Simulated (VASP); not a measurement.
Here is a VASP 6.6.1 calculation.

INCAR

```
SYSTEM = Ge
PREC = Accurate
ENCUT = 520
EDIFF = 1E-6
ISMEAR = -1
SIGMA = 0.05
LREAL = .False.
LASPH = .True.
NELM = 80
ALGO = Normal
ISIF = 2
LWAVE = .False.
LCHARG = .True.
LELF = .True.
LVHAR = .True.
NBANDS = 21
```

File KPOINTS:

```
regular mesh
0
Gamma
  10 10 6
  0 0 0
```

POSCAR

```
Ge
1.0
    1.5076348143     -2.6288341784      0.0000000000
    1.5076348143      2.6288341784      0.0000000000
    0.0000000000      0.0000000000      4.7898081321
Ge
2
Direct
    0.3334466300      0.6665533700      0.2500000000
    0.6665533700      0.3334466300      0.7500000000
```

Potentials or basis: VASP PAW LDA potentials, release 64 (Ge_d).

Run with:

```console
$ cat potpaw_LDA.64/Ge_d/POTCAR > POTCAR
$ mpirun -np 1 vasp_std > vasp.out
```

(1) What does it give for the band gap on the k mesh?

(2) What does it give for the pressure?

## Answers

(1) zero (band 14 reaches 12.76 eV, above the bottom of band 15 at 4.24 eV).

(2) -4.0 GPa.
